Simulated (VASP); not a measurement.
# NiGe6Pd in VASP: notebook, part 2 of 2

VASP 6.6.1. The steps go on from the part before.

## 3. Single point, PBE

Contents of INCAR:

```
  PREC = Accurate
  ENCUT = 600
  EDIFF = 1E-6
  ISMEAR = 0
  SIGMA = 0.1
  LREAL = F
  LASPH = T
  NELM = 120
  ALGO = Normal
  ISIF = 2
  LWAVE = F
  LCHARG = F
  GGA = PE
  NBANDS = 62
  GGA_COMPAT = F
```

Contents of KPOINTS:

```
regular mesh
0
Gamma
  8 8 8
```

Contents of POSCAR:

```
NiGe6Pd
1.0
    0.0000000000      4.0973466522      4.0973466522
    4.0973466522      0.0000000000      4.0973466522
    4.0973466522      4.0973466522      0.0000000000
Ni Ge Pd
1 6 1
Direct
    0.0000000000      0.0000000000      0.0000000000
    0.5000000000      0.0000000000      0.0000000000
    0.0000000000      0.5000000000      0.5000000000
    0.0000000000      0.5000000000      0.0000000000
    0.5000000000      0.0000000000      0.5000000000
    0.0000000000      0.0000000000      0.5000000000
    0.5000000000      0.5000000000      0.0000000000
    0.5000000000      0.5000000000      0.5000000000
```

Potentials or basis: VASP PAW PBE potentials, release 64 (Ni, Ge_d, Pd).

Launch:

```bash
> cat potpaw_PBE.64/Ni/POTCAR potpaw_PBE.64/Ge_d/POTCAR potpaw_PBE.64/Pd/POTCAR > POTCAR
> mpirun -np 1 vasp_std > vasp.out
```

OUTCAR:

```text
PREC = Accurate
   ENCUT = 600
   EDIFF = 1E-6
   ISMEAR = 0
   LREAL = F
   LASPH = T
   NELM = 120
   ISIF = 2
   GGA = PE

 ion  position               nearest neighbor table
   1  0.000  0.000  0.000-   2 2.90   4 2.90   6 2.90   3 2.90   5 2.90   6 2.90   3 2.90   4 2.90
                             7 2.90   2 2.90   5 2.90   7 2.90
   2  0.500  0.000  0.000-   1 2.90   5 2.90   7 2.90   5 2.90   6 2.90   8 2.90   4 2.90   7 2.90
                             8 2.90   1 2.90   4 2.90   6 2.90
   3  0.000  0.500  0.500-   4 2.90   6 2.90   8 2.90   1 2.90   4 2.90   7 2.90   1 2.90   5 2.90
                             6 2.90   5 2.90   7 2.90   8 2.90
   4  0.000  0.500  0.000-   1 2.90   3 2.90   7 2.90   3 2.90   6 2.90   8 2.90   1 2.90   2 2.90
                             6 2.90   2 2.90   7 2.90   8 2.90
   5  0.500  0.000  0.500-   2 2.90   6 2.90   8 2.90   1 2.90   2 2.90   7 2.90   3 2.90   7 2.90
                             8 2.90   1 2.90   3 2.90   6 2.90
   6  0.000  0.000  0.500-   1 2.90   3 2.90   5 2.90   1 2.90   2 2.90   4 2.90   3 2.90   4 2.90
                             8 2.90   2 2.90   5 2.90   8 2.90
   7  0.500  0.500  0.000-   2 2.90   4 2.90   8 2.90   3 2.90   5 2.90   8 2.90   1 2.90   2 2.90
                             5 2.90   1 2.90   3 2.90   4 2.90
   8  0.500  0.500  0.500-   3 2.90   5 2.90   7 2.90   2 2.90   4 2.90   7 2.90   2 2.90   5 2.90
                             6 2.90   3 2.90   4 2.90   6 2.90

  LATTYP: Found a face centered cubic cell.
[... 205 lines left out ...]
      2     -17.3071      2.00000
      3     -17.3071      2.00000
      4     -17.2999      2.00000
      5     -17.2648      2.00000
      6     -17.2648      2.00000
[... 1549 lines left out ...]
     61      12.4917      0.00000
     62      12.5282      0.00000

 [... further k-points ...]
[... 5 lines left out ...]
  --------------------------------------------------------------------------------------
  -------------------------------------------------------------------------------------
  Total        0.0861055      0.0861055      0.0861055      0.0000000      0.0000000     -0.0000000
  in kB        1.0027744      1.0027744      1.0027744      0.0000000      0.0000000     -0.0000000
  external PRESSURE =       1.0027744 kB  Pullay stress =       0.0000000 kB

 VOLUME and BASIS-vectors are now :
 -----------------------------------------------------------------------------
  energy-cutoff  :      600.00
  volume of cell :      137.57
      direct lattice vectors                 reciprocal lattice vectors
     0.000000000  4.097346652  4.097346652    -0.122030192  0.122030192  0.122030192
     4.097346652  0.000000000  4.097346652     0.122030192 -0.122030192  0.122030192
     4.097346652  4.097346652  0.000000000     0.122030192  0.122030192 -0.122030192

 POSITION                                       TOTAL-FORCE (eV/Angst)
 -----------------------------------------------------------------------------------
      0.00000      0.00000      0.00000        -0.000000     -0.000000      0.000000
      0.00000      2.04867      2.04867        -0.000000     -0.000000      0.000000
      4.09735      2.04867      2.04867         0.000000      0.000000     -0.000000
      2.04867      0.00000      2.04867        -0.000000     -0.000000     -0.000000
      2.04867      4.09735      2.04867         0.000000      0.000000      0.000000
      2.04867      2.04867      0.00000         0.000000     -0.000000     -0.000000
      2.04867      2.04867      4.09735        -0.000000     -0.000000     -0.000000
      4.09735      4.09735      4.09735        -0.000000     -0.000000      0.000000
 -----------------------------------------------------------------------------------
    total drift:                                0.000000      0.000000      0.000000

  FREE ENERGIE OF THE ION-ELECTRON SYSTEM (eV)
  ---------------------------------------------------
  free  energy   TOTEN  =       -36.3742181633 eV

  energy  without entropy=      -36.3530253360  energy(sigma->0) =      -36.36362175
```

OSZICAR:

```text
N       E                     dE             d eps       ncg     rms          rms(c)
DAV:   1     0.137649329063E+04    0.13765E+04   -0.48579E+04  4422   0.504E+03
DAV:   2     0.247703790821E+03   -0.11288E+04   -0.10971E+04  3596   0.126E+03
DAV:   3    -0.995561484199E+01   -0.25766E+03   -0.25008E+03  3616   0.300E+02
DAV:   4    -0.364517090714E+02   -0.26496E+02   -0.25323E+02  4194   0.976E+01
DAV:   5    -0.375550423839E+02   -0.11033E+01   -0.10925E+01  4068   0.215E+01    0.150E+01
DAV:   6    -0.492859981921E+02   -0.11731E+02   -0.12140E+02  4634   0.659E+01    0.345E+01
DAV:   7    -0.384921693238E+02    0.10794E+02   -0.18736E+01  4056   0.405E+01    0.121E+01
DAV:   8    -0.363434865568E+02    0.21487E+01   -0.58055E+00  4272   0.238E+01    0.326E+00
DAV:   9    -0.365275502748E+02   -0.18406E+00   -0.27397E+00  4582   0.844E+00    0.499E+00
DAV:  10    -0.363985764148E+02    0.12897E+00   -0.42833E-01  4100   0.369E+00    0.184E+00
DAV:  11    -0.363736758128E+02    0.24901E-01   -0.10264E-01  4674   0.191E+00    0.242E-01
DAV:  12    -0.363745092529E+02   -0.83344E-03   -0.99411E-03  3928   0.778E-01    0.218E-01
DAV:  13    -0.363742473682E+02    0.26188E-03   -0.15300E-03  4116   0.307E-01    0.687E-02
DAV:  14    -0.363742158716E+02    0.31497E-04   -0.18800E-04  4816   0.792E-02    0.151E-02
DAV:  15    -0.363742176671E+02   -0.17955E-05   -0.23916E-05  3456   0.283E-02    0.881E-03
DAV:  16    -0.363742181633E+02   -0.49621E-06   -0.16738E-06  2624   0.973E-03
   1 F= -.36374218E+02 E0= -.36363622E+02  d E =-.211928E-01
```

stdout:

```text
POSCAR found type information on POSCAR NiGePd
 POSCAR found :  3 types and       8 ions
 scaLAPACK will be used
 LDA part: xc-table for (Slater+PW92), standard interpolation
 POSCAR, INCAR and KPOINTS ok, starting setup
 FFT: planning ... GRIDC
 FFT: planning ... GRID_SOFT
 FFT: planning ... GRID
 WAVECAR not read
 entering main loop
```

Wall time 8 min (1 thread of Oxide Virtual Turin-like, shared host); peak memory 0.45 GiB.

Results:

```
Free energy            : -36.3742 eV
Pressure               : 0.1 GPa
Band gap on the k mesh : zero (bands 52 and 53 overlap by 1.20 eV)
```

## 4. Single point, PBE, collinear spin, ferromagnetic start

This run uses another cell than the first one, of 17.15 Å³/atom.

Contents of INCAR:

```
SYSTEM = NiGe6Pd
ALGO = Normal
EDIFF = 1E-6
ENCUT = 600
GGA = PE
GGA_COMPAT = .FALSE.
ISIF = 2
ISMEAR = 0
ISPIN = 2
LASPH = .TRUE.
LCHARG = .FALSE.
LMAXMIX = 4
LORBIT = 11
LREAL = .FALSE.
LWAVE = .FALSE.
MAGMOM = 2 0 0 0 0 0 0 0
NBANDS = 66
NELM = 200
PREC = Accurate
SIGMA = 0.2
```

Contents of KPOINTS:

```
k-points
0
G
  3 3 3
  0 0 0
```

Contents of POSCAR:

```
NiGe6Pd
1.0
    2.8990911292      1.6737910439      4.7129774444
   -2.8990911292      1.6737910439      4.7129774444
    0.0000000000     -3.3475820877      4.7129774444
Ni Ge Pd
1 6 1
Direct
    0.0000000000      0.0000000000      0.0000000000
    0.5000000000      0.5000000000      0.0000000000
    0.0000000000      0.5000000000      0.5000000000
    0.5000000000      0.0000000000      0.5000000000
    0.0000000000      0.0000000000      0.5000000000
    0.5000000000      0.0000000000      0.0000000000
    0.0000000000      0.5000000000      0.0000000000
    0.5000000000      0.5000000000      0.5000000000
```

Launch:

```bash
> cat potpaw_PBE.64/Ni/POTCAR potpaw_PBE.64/Ge_d/POTCAR potpaw_PBE.64/Pd/POTCAR > POTCAR
> mpirun -np 1 vasp_std > vasp.out
```

Wall time 4.8 min (1 thread of Oxide Virtual Turin-like, shared host); peak memory 0.43 GiB.

The run converged. Its results:

| Item | Value |
| --- | --- |
| Free energy | -36.8345 eV |
| Pressure | 0.3 GPa |
| Band gap on the k mesh | zero (filled and empty bands overlap) |
| Net moment | 0.00 μB per cell |
| Valence electrons inside the program's atomic spheres | Ni 9.02; Ge 12.21; Pd 9.38 |

Stress tensor (GPa, compression positive):
```
0.15 0.00 0.00
0.00 0.15 0.00
0.00 0.00 0.51
```

Levels at points of the mesh, in eV from the Fermi level:
Spin up:
```csv
k point,band 48,band 49,band 50,band 51,band 52,band 53,band 54,band 55,band 56,band 57
"(0.00, 0.00, 0.00)",-1.67,-0.63,-0.63,-0.63,-0.59,-0.59,-0.39,1.00,3.48,3.56
```
Spin down:
```csv
k point,band 48,band 49,band 50,band 51,band 52,band 53,band 54,band 55,band 56,band 57
"(0.00, 0.00, 0.00)",-1.67,-0.63,-0.63,-0.63,-0.59,-0.59,-0.39,1.00,3.48,3.56
```

Caveat: the k points lie up to 0.44 Å⁻¹ apart, too coarse for converged energies and pressures of a metal; the moments typed at the start vanished in this run.
